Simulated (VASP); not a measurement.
# LiH in VASP: a series of runs

LiH is run at these levels: HSE06, r2SCAN; tasks: relaxation of cell and atoms.

Everything below comes from runs of VASP 6.6.1. Logs are shortened: lines on timing, memory, paths and dates and some standing lists are left out, and cuts for length are marked.

## (1) The cell of the first run

The cell holds a slab with vacuum, 2 atoms: a = 3.088 Å, b = 3.088 Å, c = 24.600 Å, α = 90.00°, β = 90.00°, γ = 120.00°.

## (2) Relaxation of cell and atoms, HSE06

Input file POSCAR:

```
LiH
1.0
    3.0875815400      0.0000000000      0.0000000000
   -1.5437907700      2.6739240499      0.0000000000
    0.0000000000      0.0000000000     24.6000000000
Li H
1 1
Direct
    0.3333333333      0.6666666667      0.3333333333
    0.6666666667      0.3333333333      0.3333333333
```

Input file INCAR.step1:

```
PREC = Accurate
ENCUT = 880
EDIFF = 1E-5
ISMEAR = -1
SIGMA = 0.02
LREAL = False
LASPH = True
NELM = 120
ALGO = Normal
LWAVE = True
LCHARG = False
LDIPOL = True
IDIPOL = 3
DIPOL = 0.5 0.5 0.333
GGA = PE
NBANDS = 9
GGA_COMPAT = False
IBRION = 2
ISIF = 3
EDIFFG = -0.005
NELMIN = 4
NSW = 100
NELMDL = -8
LATTICE_CONSTRAINTS = .TRUE. .TRUE. .FALSE.
```

Input file INCAR.step2:

```
PREC = Accurate
ENCUT = 880
EDIFF = 1E-7
ISMEAR = -1
SIGMA = 0.02
LREAL = False
LASPH = True
NELM = 120
ALGO = Normal
ISIF = 3
LWAVE = False
LCHARG = False
LDIPOL = True
IDIPOL = 3
DIPOL = 0.5 0.5 0.333
GGA = PE
LHFCALC = True
HFSCREEN = 0.2079
PRECFOCK = Normal
IBRION = 2
NSW = 80
EDIFFG = -0.005
ISTART = 1
GGA_COMPAT = False
NELMIN = 4
LATTICE_CONSTRAINTS = .TRUE. .TRUE. .FALSE.
```

Input file KPOINTS:

```
regular mesh
0
Gamma
  6 6 1
```

Potentials or basis: VASP PAW PBE potentials, release 64 (Li_sv, H).

Started as:

```bash
cat potpaw_PBE.64/Li_sv/POTCAR potpaw_PBE.64/H/POTCAR > POTCAR
cp INCAR.step1 INCAR
mpirun -np 1 vasp_std > vasp.out
cp INCAR.step2 INCAR
mpirun -np 1 vasp_std > vasp.out
```

OUTCAR:

```text
PREC = Accurate
   ENCUT = 880
   EDIFF = 1E-7
   ISMEAR = -1
   LREAL = False
   LASPH = True
   NELM = 120
   ISIF = 3
   GGA = PE
   LHFCALC = True
   HFSCREEN = 0.2079
   PRECFOCK = Normal
   IBRION = 2
   NSW = 80
   EDIFFG = -0.005
   ISTART = 1
   NELMIN = 4

 ion  position               nearest neighbor table
   1  0.333  0.667  0.333-
   2  0.667  0.333  0.333-

  LATTYP: Found a hexagonal cell.
 ALAT       =     3.0875815400
 C/A-ratio  =     7.9674009192

  Lattice vectors:

 A1 = (   3.0875815400,   0.0000000000,   0.0000000000)
 A2 = (  -1.5437907700,   2.6739240499,   0.0000000000)
 A3 = (   0.0000000000,   0.0000000000,  24.6000000000)

Analysis of symmetry for initial positions (statically):
=====================================================================
 Subroutine PRICEL returns:
 Original cell was already a primitive cell.

 Routine SETGRP: Setting up the symmetry group for a
 hexagonal supercell.

 Subroutine GETGRP returns: Found 12 space group operations
 (whereof  6 operations were pure point group operations)
 out of a pool of 24 trial point group operations.

The static configuration has the point symmetry C_3v.
 The point group associated with its full space group is D_3h.

Analysis of symmetry for dynamics (positions and initial velocities):
=====================================================================
 Subroutine PRICEL returns:
 Original cell was already a primitive cell.

 Routine SETGRP: Setting up the symmetry group for a
 hexagonal supercell.

 Subroutine GETGRP returns: Found 12 space group operations
 (whereof  6 operations were pure point group operations)
 out of a pool of 24 trial point group operations.

The dynamic configuration has the point symmetry C_3v.
 The point group associated with its full space group is D_3h.

 Subroutine INISYM returns: Found 12 space group operations
 (whereof  6 operations are pure point group operations),
 and found     1 'primitive' translations

----------------------------------------------------------------------------------------

                                     Primitive cell
[... 93 lines left out ...]
     AMIX_MAG =   1.60;   BMIX_MAG =  1.00
  volume/ion in A,a.u.               =     101.55       685.28
  Fermi-wavevector in a.u.,A,eV,Ry     =   0.442107  0.835461  2.659374  0.195459
  Thomas-Fermi vector in A             =   1.417808
   LORBIT       =      0    0 simple, 1 ext, 2 COOP (PROOUT), +10 PAW based schemes
   GGA     = PE    functional components
   LHFCALC =     T    Hartree Fock is set to
   PRECFOCK=normal    Normal, Fast or Accurate (Low or Medium for compatibility)
   ENCUT4O =  -1.0   cutoff for four orbital integrals eV
   NKREDX  =     1    reduce k-point grid by
   NKREDY  =     1    reduce k-point grid by
   NKREDZ  =     1    reduce k-point grid by
   AEXX    =    0.2500 exact exchange contribution
   HFSCREEN=    0.2079 screening length (either q_TF or 0.3 A-1)
   HFSCREENC=   0.2079 screening length for correlation (either q_TF or 0.3 A-1)
   ENCUTFOCK=  -1.0 apply spherical cutoff to Coloumb kernel
   IVDW    =     0    specifies the selected vdW correction
   LEPSILON=     F    determine dielectric tensor
   LRPA    =     F    only Hartree local field effects (RPA)
 conjugate gradient relaxation of ions
 non-spin polarized calculation
  energy-cutoff  :      880.00
  volume of cell :      203.10
 maximum number of plane-waves:     12105
 NGX is ok and might be reduce to    30
  NGX = 24; NGY = 24; NGZ =192

--------------------------------------- Ionic step        1  -------------------------------------------

 number of electron       3.9999997 magnetization

 Free energy of the ion-electron system (eV)
  ---------------------------------------------------
  ext. energy  EPLUGINS =         0.00000000
  ---------------------------------------------------
  free energy    TOTEN  =        -6.43989099 eV

  energy without entropy =       -6.43989099  energy(sigma->0) =       -6.43989099

------------------------ aborting loop because EDIFF is reached ----------------------------------------

  FORCE on cell =-STRESS in cart. coord.  units (eV):
  Direction    XX          YY          ZZ          XY          YZ          ZX
  --------------------------------------------------------------------------------------
  -------------------------------------------------------------------------------------
  Total       -0.0870191     -0.0870191     -0.0012913      0.0000000      0.0000000      0.0000000
  in kB       -0.6864718     -0.6864718     -0.0101868      0.0000000      0.0000000      0.0000000
  external PRESSURE =      -0.4610435 kB  Pullay stress =       0.0000000 kB
[... 59 lines left out ...]
--------------------------------------- Ionic step        3  -------------------------------------------

 number of electron       3.9999999 magnetization

 dipolmoment           0.000000      0.000000     -0.000006 electrons x Angstroem

 Free energy of the ion-electron system (eV)
  ---------------------------------------------------
  ext. energy  EPLUGINS =         0.00000000
  ---------------------------------------------------
  free energy    TOTEN  =        -6.44042853 eV

  energy without entropy =       -6.44042853  energy(sigma->0) =       -6.44042853

 E-fermi :  -5.2228     XC(G=0):  -1.1511

 val. band max:       -5.7583492125   @ k =   0.3333   0.3333   0.0000
 cond. band min:      -1.2829228069   @ k =   0.0000   0.0000   0.0000
 fundamental gap:      4.4754264056
 Fermi energy:        -5.2228207931

 k-point     1 :       0.0000    0.0000    0.0000
  band No.  band energies     occupation
      1     -51.9940      2.00000
      2      -7.8743      2.00000
      3      -1.2829      0.00000
      4       0.0794      0.00000
      5       0.4283      0.00000
      6       0.5131      0.00000
[... 46 lines left out ...]
 k-point     7 :       0.3333    0.3333    0.0000
  band No.  band energies     occupation
      1     -51.9751      2.00000
      2      -5.7583      2.00000
      3       1.1937      0.00000
      4       4.7832      0.00000
      5       5.3092      0.00000
      6       5.8747      0.00000

------------------------ aborting loop because EDIFF is reached ----------------------------------------

 vacuum level on the upper side and lower side of the slab       (xc-potential included)        -0.204        -0.204

  FORCE on cell =-STRESS in cart. coord.  units (eV):
  Direction    XX          YY          ZZ          XY          YZ          ZX
  --------------------------------------------------------------------------------------
  -------------------------------------------------------------------------------------
  Total        0.0031584      0.0031584     -0.0007748      0.0000000      0.0000000      0.0000000
  in kB        0.0252406      0.0252406     -0.0061917      0.0000000      0.0000000      0.0000000
  external PRESSURE =       0.0147631 kB  Pullay stress =       0.0000000 kB
[... 17 lines left out ...]
  FREE ENERGIE OF THE ION-ELECTRON SYSTEM (eV)
  ---------------------------------------------------
  free  energy   TOTEN  =        -6.4404285300 eV

  energy  without entropy=       -6.4404285300  energy(sigma->0) =       -6.44042853

 reached required accuracy - stopping structural energy minimisation

 vacuum level on the upper side and lower side of the slab         0.151         0.151
```

OSZICAR.step1:

```text
N       E                     dE             d eps       ncg     rms          rms(c)
DAV:   1     0.144035915653E+02    0.14404E+02   -0.24469E+03   126   0.432E+02
DAV:   2    -0.291144275258E+01   -0.17315E+02   -0.16278E+02   154   0.702E+01
DAV:   3    -0.626508399662E+01   -0.33536E+01   -0.33508E+01   199   0.265E+01
DAV:   4    -0.672505374102E+01   -0.45997E+00   -0.45990E+00   193   0.108E+01
[... 24 lines left out ...]
       N       E                     dE             d eps       ncg     rms          rms(c)
DAV:   1    -0.578955592265E+01   -0.52279E-04   -0.26061E-03   145   0.425E-01    0.636E-02
DAV:   2    -0.578956120068E+01   -0.52780E-05   -0.22125E-04   164   0.870E-02    0.443E-02
DAV:   3    -0.578955121972E+01    0.99810E-05   -0.26306E-05   147   0.323E-02    0.144E-02
DAV:   4    -0.578955032921E+01    0.89051E-06   -0.53733E-06   166   0.156E-02
   3 F= -.57895503E+01 E0= -.57895503E+01  d E =-.111572E-03
```

Run time: 12 min. Hardware: 1 thread of Intel Xeon 6975P-C (Granite Rapids), shared host; peak memory 0.64 GiB.

Results:

```
Free energy                           : -6.4404 eV
Relaxed cell                          : a = 3.068 Å, b = 3.068 Å, c = 24.600 Å, α = 90.00°, β = 90.00°, γ = 120.00°
Space group after relaxing (to 0.1 Å) : P-6m2 (No. 187)
Energy gained by relaxing             : 0.3 meV/atom
Ionic steps                           : 3
Band gap on the k mesh                : 4.48 eV (least direct gap 6.59 eV)
```

The path:
| step | energy change (eV) | largest force (eV/Å) | pressure (GPa) | volume (Å³) |
| --- | --- | --- | --- | --- |
| 1 | 0.0000 | 0.0000 | -0.05 | 203.10 |
| 2 | -0.0003 | 0.0000 | -0.03 | 202.24 |
| 3 | -0.0005 | 0.0000 | 0.00 | 200.48 |

Final structure:
```
Li H
1.0
     3.06765    0.00000    0.00000
    -1.53382    2.65666    0.00000
     0.00000    0.00000   24.60000
Li H
1 1
Direct
  0.33333 0.66667 0.33333
  0.66667 0.33333 0.33333
```

Caveat: the relaxation moved the vacuum too, so the length across it says nothing of the material; the PAW data sets were made with another functional, which shifts forces and pressure a little.

## (3) Relaxation of cell and atoms, r2SCAN

This run uses another cell than the first one.

Input file POSCAR:

```
LiH
1.0
    3.0781424167      0.0000000000      0.0000000000
   -1.5390712083      2.6657495294      0.0000000000
    0.0000000000      0.0000000000     24.6000000000
Li H
1 1
Direct
    0.3333333333      0.6666666667      0.3333336522
    0.6666666667      0.3333333333      0.3333330145
```

Input file INCAR.step1:

```
SYSTEM = LiH
PREC = Accurate
ENCUT = 970
ISMEAR = -1
SIGMA = 0.02
LREAL = .FALSE.
LASPH = .TRUE.
NELM = 120
LDIPOL = .TRUE.
IDIPOL = 3
DIPOL = 0.5 0.5 0.333
GGA = PE
ALGO = Normal
EDIFF = 1E-5
LWAVE = .TRUE.
LCHARG = .FALSE.
GGA_COMPAT = .FALSE.
IBRION = 2
ISIF = 3
EDIFFG = -0.005
NELMIN = 4
NSW = 100
NELMDL = -8
LATTICE_CONSTRAINTS = .TRUE. .TRUE. .FALSE.
```

Input file INCAR.step2:

```
SYSTEM = LiH
PREC = Accurate
ENCUT = 970
EDIFF = 1E-7
ISMEAR = -1
SIGMA = 0.02
LREAL = .FALSE.
LASPH = .TRUE.
NELM = 120
ALGO = Normal
ISIF = 3
LWAVE = .FALSE.
LCHARG = .FALSE.
LDIPOL = .TRUE.
IDIPOL = 3
DIPOL = 0.5 0.5 0.333
METAGGA = R2SCAN
LMIXTAU = .TRUE.
IBRION = 2
NSW = 80
EDIFFG = -0.005
ISTART = 1
GGA_COMPAT = .FALSE.
NELMIN = 4
LATTICE_CONSTRAINTS = .TRUE. .TRUE. .FALSE.
```

Input file KPOINTS:

```
regular mesh
0
G
  12 12 1
  0 0 0
```

Potentials or basis: VASP PAW PBE potentials, release 64 (Li_sv, H).

Started as:

```bash
cat potpaw_PBE.64/Li_sv/POTCAR potpaw_PBE.64/H/POTCAR > POTCAR
cp INCAR.step1 INCAR
mpirun -np 1 vasp_std > vasp.out
cp INCAR.step2 INCAR
mpirun -np 1 vasp_std > vasp.out
```

Run time: 13 min. Hardware: 1 thread of Intel Xeon 6975P-C (Granite Rapids), shared host; peak memory 0.68 GiB.

The run converged. Its results:

```
Free energy                           : -6.4191 eV
Relaxed cell                          : a = 3.089 Å, b = 3.089 Å, c = 24.600 Å, α = 90.00°, β = 90.00°, γ = 120.00°
Space group after relaxing (to 0.1 Å) : P-6m2 (No. 187)
Energy gained by relaxing             : 0.1 meV/atom
Ionic steps                           : 3
Band gap on the k mesh                : 4.03 eV (least direct gap 5.88 eV)
```

Step by step:
```csv
step,energy change (eV),largest force (eV/Å),pressure (GPa),volume (Å³)
1,0.0000,0.0000,0.03,201.86
2,-0.0001,0.0000,0.02,202.31
3,-0.0003,0.0000,0.00,203.28
```

Final structure:
```cif
data_structure
_symmetry_space_group_name_H-M 'P 1'
_symmetry_Int_Tables_number 1
_cell_length_a 3.0890
_cell_length_b 3.0890
_cell_length_c 24.6000
_cell_angle_alpha 90.000
_cell_angle_beta 90.000
_cell_angle_gamma 120.000
_cell_volume 203.28
loop_
_atom_site_label
_atom_site_type_symbol
_atom_site_fract_x
_atom_site_fract_y
_atom_site_fract_z
_atom_site_occupancy
Li1 Li 0.33333 0.66667 0.33333 1
H1 H 0.66667 0.33333 0.33333 1
```

Levels at points of the mesh, in eV from the valence-band top:
```csv
k point,band 1,band 2,band 3,band 4,band 5,band 6
"(0.00, 0.00, 0.00)",-44.78,-1.85,4.03,5.59,5.94,5.96
"(0.50, 0.00, 0.00)",-44.77,-0.35,6.82,9.12,9.84,10.82
```

Caveat: the relaxation moved the vacuum too, so the length across it says nothing of the material; the PAW data sets were made with another functional, which shifts forces and pressure a little.
